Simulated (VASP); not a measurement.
# K (Fm-3m) in VASP: further runs

Runs on K. Level: r2SCAN. Tasks: relaxation of cell and atoms, single point.

All numbers are computed with VASP 6.6.1; they aren't measurements. Logs are shortened: lines on timing, memory, paths and dates and some standing lists are left out, and cuts for length are marked.

### 1 The cell of the first run

Symmetry: Fm-3m, No. 225, cubic system. The conventional cell has a = 6.583 Å, b = 6.583 Å, c = 6.583 Å, α = 90.00°, β = 90.00°, γ = 90.00°.

This isn't the form of K at room conditions, which is bcc.

### 2 Relaxation of cell and atoms, r2SCAN

Contents of POSCAR:

```
K
1.0
    0.0000000000      3.2915437429      3.2915437429
    3.2915437429      0.0000000000      3.2915437429
    3.2915437429      3.2915437429      0.0000000000
K
1
Direct
    0.0000000000      0.0000000000      0.0000000000
```

Contents of INCAR.step1:

```
SYSTEM = K
PREC = Accurate
ENCUT = 600
ISMEAR = -1
SIGMA = 0.1
LREAL = .False.
LASPH = .True.
NELM = 100
GGA = PE
ALGO = Normal
EDIFF = 1E-4
LWAVE = .True.
LCHARG = .False.
```

Contents of INCAR.step2:

```
SYSTEM = K
PREC = Accurate
ENCUT = 600
EDIFF = 1E-7
ISMEAR = -1
SIGMA = 0.1
LREAL = .False.
LASPH = .True.
NELM = 100
ALGO = Normal
ISIF = 3
LWAVE = .False.
LCHARG = .False.
METAGGA = R2SCAN
LMIXTAU = .True.
IBRION = 2
NSW = 80
EDIFFG = -0.01
ISTART = 1
```

Contents of KPOINTS:

```
Automatic mesh
0
Gamma
  8 8 8
  0 0 0
```

Potentials or basis: VASP PAW PBE potentials, release 64 (K_sv).

Command:

```
> cat potpaw_PBE.64/K_sv/POTCAR > POTCAR
> cp INCAR.step1 INCAR
> mpirun -np 1 vasp_std > vasp.out
> cp INCAR.step2 INCAR
> mpirun -np 1 vasp_std > vasp.out
```

OUTCAR:

```text
SYSTEM = K
   PREC = Accurate
   ENCUT = 600
   EDIFF = 1E-7
   ISMEAR = -1
   LREAL = .False.
   LASPH = .True.
   NELM = 100
   ISIF = 3
   METAGGA = R2SCAN
   IBRION = 2
   NSW = 80
   EDIFFG = -0.01
   ISTART = 1

 ion  position               nearest neighbor table
   1  0.000  0.000  0.000-

  LATTYP: Found a face centered cubic cell.
 ALAT       =     6.5830874858

  Lattice vectors:

 A1 = (   0.0000000000,   3.2915437429,   3.2915437429)
 A2 = (   3.2915437429,   0.0000000000,   3.2915437429)
 A3 = (   3.2915437429,   3.2915437429,   0.0000000000)

Analysis of symmetry for initial positions (statically):
=====================================================================
 Subroutine PRICEL returns:
 Original cell was already a primitive cell.

 Routine SETGRP: Setting up the symmetry group for a
 face centered cubic supercell.

 Subroutine GETGRP returns: Found 48 space group operations
 (whereof 48 operations were pure point group operations)
 out of a pool of 48 trial point group operations.

The static configuration has the point symmetry O_h .

Analysis of symmetry for dynamics (positions and initial velocities):
=====================================================================
 Subroutine PRICEL returns:
 Original cell was already a primitive cell.

 Routine SETGRP: Setting up the symmetry group for a
 face centered cubic supercell.

 Subroutine GETGRP returns: Found 48 space group operations
 (whereof 48 operations were pure point group operations)
 out of a pool of 48 trial point group operations.

The dynamic configuration has the point symmetry O_h .

 Subroutine INISYM returns: Found 48 space group operations
 (whereof 48 operations are pure point group operations),
 and found     1 'primitive' translations

----------------------------------------------------------------------------------------

                                     Primitive cell

  volume of cell :      71.3229

  direct lattice vectors                    reciprocal lattice vectors
     0.000000000  3.291543743  3.291543743    -0.151904407  0.151904407  0.151904407
     3.291543743  0.000000000  3.291543743     0.151904407 -0.151904407  0.151904407
     3.291543743  3.291543743  0.000000000     0.151904407  0.151904407 -0.151904407

  length of vectors
     4.654945802  4.654945802  4.654945802     0.263106151  0.263106151  0.263106151

  position of ions in fractional coordinates (direct lattice)
     0.000000000  0.000000000  0.000000000

  ion indices of the primitive-cell ions
   primitive index   ion index
                 1           1

----------------------------------------------------------------------------------------

 KPOINTS: Automatic mesh

Automatic generation of k-mesh.
 Grid dimensions read from file:
 generate k-points for:    8    8    8

 Generating k-lattice:

  Cartesian coordinates                     Fractional coordinates (reciprocal lattice)
    -0.018988051  0.018988051  0.018988051     0.125000000  0.000000000  0.000000000
     0.018988051 -0.018988051  0.018988051     0.000000000  0.125000000  0.000000000
     0.018988051  0.018988051 -0.018988051     0.000000000  0.000000000  0.125000000

  Length of vectors
     0.032888269  0.032888269  0.032888269

  Shift w.r.t. Gamma in fractional coordinates (k-lattice)
     0.000000000  0.000000000  0.000000000

 Subroutine IBZKPT returns following result:
 ===========================================

 Found     29 irreducible k-points:

 Following reciprocal coordinates:
            Coordinates               Weight
  0.000000  0.000000  0.000000      1.000000
  0.125000  0.000000  0.000000      8.000000
  0.250000  0.000000  0.000000      8.000000
  0.375000  0.000000  0.000000      8.000000
  0.500000  0.000000  0.000000      4.000000
  0.125000  0.125000  0.000000      6.000000
[... 16 lines left out ...]
  0.500000  0.250000  0.125000     48.000000
 -0.375000  0.250000  0.125000     24.000000
 [... further k-points ...]
   k-points           NKPTS =     29   k-points in BZ     NKDIM =     29   number of bands    NBANDS=      8
   number of dos      NEDOS =    301   number of ions     NIONS =      1
   total plane-waves  NPLWV =  64000
   dimension x,y,z NGX =    40 NGY =   40 NGZ =   40
   dimension x,y,z NGXF=    80 NGYF=   80 NGZF=   80
   ions per type =               1
   NGX,Y,Z   is equivalent  to a cutoff of  14.29, 14.29, 14.29 a.u.
   NGXF,Y,Z  is equivalent  to a cutoff of  28.57, 28.57, 28.57 a.u.
 SYSTEM =  K
   PREC   = accura    normal or accurate (medium, high low for compatibility)
   ISTART =      1    job   : 0-new  1-cont  2-samecut
   ICHARG =      0    charge: 1-file 2-atom 10-const
   ISPIN  =      1    spin polarized calculation?
   LNONCOLLINEAR =      F non collinear calculations
   LSORBIT =      F    spin-orbit coupling
   LASPH  =      T    aspherical Exc in radial PAW
   ENCUT  =  600.0 eV  44.10 Ry    6.64 a.u.   9.30  9.30  9.30*2*pi/ulx,y,z
   NELM   =    100;   NELMIN=  2; NELMDL=  0     # of ELM steps
   EDIFF  = 0.1E-06   stopping-criterion for ELM
   LREAL  =      F    real-space projection
   EDIFFG = -.1E-01   stopping-criterion for IOM
   NSW    =     80    number of steps for IOM
   IBRION =      2    ionic relax: 0-MD 1-quasi-New 2-CG
   NFREE  =      1    steps in history (QN), initial steepest desc. (CG)
   ISIF   =      3    stress and relaxation
   ISYM   =      2    0-nonsym 1-usesym 2-fastsym
   POTIM  = 0.5000    time-step for ionic-motion
   TEBEG  =    0.0;   TEEND  =   0.0 temperature during run
   PSTRESS=    0.0 pullay stress
   NELECT =       9.0000    total number of electrons
   NUPDOWN=      -1.0000    fix difference up-down
   EMIN   =  10.00;   EMAX   =-10.00  energy-range for DOS
   EFERMI =   0.00;   METHOD = LEGACY
   ISMEAR =    -1;   SIGMA  =   0.10  broadening in eV -4-tet -1-fermi 0-gaus
   EFERMI_NEDOS =   21; number of points for ismear=-14 and -15
   IALGO  =     38    algorithm
   IMIX   =      4    mixing-type and parameters
     AMIX     =   0.40;   BMIX     =  1.00
     AMIX_MAG =   1.60;   BMIX_MAG =  1.00
  volume/ion in A,a.u.               =      71.32       481.31
  Fermi-wavevector in a.u.,A,eV,Ry     =   0.821131  1.551714  9.173822  0.674257
  Thomas-Fermi vector in A             =   1.932236
   LORBIT       =      0    0 simple, 1 ext, 2 COOP (PROOUT), +10 PAW based schemes
   METAGGA = R2SCAN    functional components
   LHFCALC =     F    Hartree Fock is set to
   AEXX    =    0.0000 exact exchange contribution
   IVDW    =     0    specifies the selected vdW correction
   LEPSILON=     F    determine dielectric tensor
   LRPA    =     F    only Hartree local field effects (RPA)
 conjugate gradient relaxation of ions
 non-spin polarized calculation
  energy-cutoff  :      600.00
  volume of cell :       71.32
 maximum number of plane-waves:      2421
 NGX is ok and might be reduce to    40
   NGX = 19   NGY = 19   NGZ = 19

--------------------------------------- Ionic step        1  -------------------------------------------

 number of electron       9.0000000 magnetization

 Free energy of the ion-electron system (eV)
  ---------------------------------------------------
  ext. energy  EPLUGINS =         0.00000000
  ---------------------------------------------------
  free energy    TOTEN  =        -6.01787696 eV

  energy without entropy =       -5.99275745  energy(sigma->0) =       -6.00531720

------------------------ aborting loop because EDIFF is reached ----------------------------------------

  FORCE on cell =-STRESS in cart. coord.  units (eV):
  Direction    XX          YY          ZZ          XY          YZ          ZX
  --------------------------------------------------------------------------------------
  -------------------------------------------------------------------------------------
  Total        0.1350354      0.1350354      0.1350354     -0.0000000      0.0000000      0.0000000
  in kB        3.0333967      3.0333967      3.0333967     -0.0000000      0.0000000      0.0000000
  external PRESSURE =       3.0333967 kB  Pullay stress =       0.0000000 kB

 VOLUME and BASIS-vectors are now :
 -----------------------------------------------------------------------------
  energy-cutoff  :      600.00
  volume of cell :       71.32
      direct lattice vectors                 reciprocal lattice vectors
     0.000000000  3.291543743  3.291543743    -0.151904407  0.151904407  0.151904407
     3.291543743  0.000000000  3.291543743     0.151904407 -0.151904407  0.151904407
     3.291543743  3.291543743  0.000000000     0.151904407  0.151904407 -0.151904407
[... 36 lines left out ...]
 POSITION                                       TOTAL-FORCE (eV/Angst)
 -----------------------------------------------------------------------------------
      0.00000      0.00000      0.00000        -0.000000     -0.000000     -0.000000
 -----------------------------------------------------------------------------------
    total drift:                               -0.000000     -0.000000     -0.000000

  FREE ENERGIE OF THE ION-ELECTRON SYSTEM (eV)
  ---------------------------------------------------
  free  energy   TOTEN  =        -6.0201532459 eV

  energy  without entropy=       -5.9948450220  energy(sigma->0) =       -6.00749913

--------------------------------------- Ionic step        3  -------------------------------------------

 number of electron       9.0000000 magnetization

 Free energy of the ion-electron system (eV)
  ---------------------------------------------------
  ext. energy  EPLUGINS =         0.00000000
  ---------------------------------------------------
  free energy    TOTEN  =        -6.02287184 eV

  energy without entropy =       -5.99695557  energy(sigma->0) =       -6.00991371

 E-fermi :  -0.1924     XC(G=0):  -5.7935

 val. band max:       -0.3174562323   @ k =  -0.3750   0.1250   0.0000
 cond. band min:      -0.1130282335   @ k =   0.5000   0.3750   0.1250
 fundamental gap:      0.2044279988
 Fermi energy:        -0.1924058036

 k-point     1 :       0.0000    0.0000    0.0000
  band No.  band energies     occupation
      1     -33.8456      2.00000
      2     -16.5209      2.00000
      3     -16.5209      2.00000
      4     -16.5208      2.00000
      5      -2.4059      2.00000
      6       4.4455      0.00000
      7       4.4455      0.00000
      8       4.4455      0.00000

 k-point     2 :       0.1250    0.0000    0.0000
  band No.  band energies     occupation
      1     -33.8451      2.00000
      2     -16.5294      2.00000
      3     -16.5220      2.00000
      4     -16.5220      2.00000
      5      -2.2176      2.00000
      6       3.8972      0.00000
      7       4.5070      0.00000
      8       4.5070      0.00000
[... 221 lines left out ...]
 k-point    23 :       0.5000    0.2500    0.1250
  band No.  band energies     occupation
      1     -33.8423      2.00000
      2     -16.5663      2.00000
      3     -16.5419      2.00000
      4     -16.5318      2.00000
      5      -0.3703      1.71114
      6       1.8280      0.00000
      7       3.0133      0.00000
      8       4.3465      0.00000

 k-point    24 :      -0.3750    0.2500    0.1250
  band No.  band energies     occupation
      1     -33.8419      2.00000
      2     -16.5711      2.00000
      3     -16.5439      2.00000
      4     -16.5337      2.00000
      5       0.5906      0.00080
      6       0.7794      0.00012
      7       2.9530      0.00000
      8       4.2069      0.00000

 [... further k-points ...]
[... 5 lines left out ...]
  --------------------------------------------------------------------------------------
  -------------------------------------------------------------------------------------
  Total       -0.0034077     -0.0034077     -0.0034077      0.0000000     -0.0000000     -0.0000000
  in kB       -0.0708635     -0.0708635     -0.0708635      0.0000000     -0.0000000     -0.0000000
  external PRESSURE =      -0.0708635 kB  Pullay stress =       0.0000000 kB

 VOLUME and BASIS-vectors are now :
 -----------------------------------------------------------------------------
  energy-cutoff  :      600.00
  volume of cell :       77.04
      direct lattice vectors                 reciprocal lattice vectors
    -0.000000000  3.377314320  3.377314320    -0.148046629  0.148046629  0.148046629
     3.377314320  0.000000000  3.377314320     0.148046629 -0.148046629  0.148046629
     3.377314320  3.377314320  0.000000000     0.148046629  0.148046629 -0.148046629

 POSITION                                       TOTAL-FORCE (eV/Angst)
 -----------------------------------------------------------------------------------
      0.00000      0.00000      0.00000         0.000000      0.000000      0.000000
 -----------------------------------------------------------------------------------
    total drift:                               -0.000000     -0.000000     -0.000000

  FREE ENERGIE OF THE ION-ELECTRON SYSTEM (eV)
  ---------------------------------------------------
  free  energy   TOTEN  =        -6.0228718422 eV

  energy  without entropy=       -5.9969555722  energy(sigma->0) =       -6.00991371

 reached required accuracy - stopping structural energy minimisation
```

Wall time 6 min (1 thread of AMD EPYC 7R43 (Zen 3), shared host); peak memory 0.22 GiB.

What came out:

| Quantity | Value |
| --- | --- |
| Free energy | -6.0229 eV |
| Relaxed volume | 77.04 Å³/atom |
| Relaxed cell | a = 4.776 Å, b = 4.776 Å, c = 4.776 Å, α = 60.00°, β = 60.00°, γ = 60.00° |
| Space group after relaxing (to 0.1 Å) | Fm-3m (No. 225) |
| Energy gained by relaxing | 5.0 meV/atom |
| Ionic steps | 3 |
| Pressure after relaxing | 0.0 GPa |
| Band gap on the k mesh | zero (an odd number of electrons rules out a gap without spin polarisation) |

The path:
```tsv
step	energy change (eV)	largest force (eV/Å)	pressure (GPa)	volume (Å³)
1	0.0000	0.0000	0.30	71.32
2	-0.0023	0.0000	0.22	72.73
3	-0.0050	0.0000	-0.01	77.04
```

Final structure:
```xyz
1
Lattice="0.0000 3.3773 3.3773 3.3773 0.0000 3.3773 3.3773 3.3773 0.0000" Properties=species:S:1:pos:R:3 pbc="T T T"
K     0.0000    0.0000    0.0000
```

Caveat: the PAW data sets were made with another functional, which shifts forces and pressure a little.

(Part 1 of 2 ends here.)
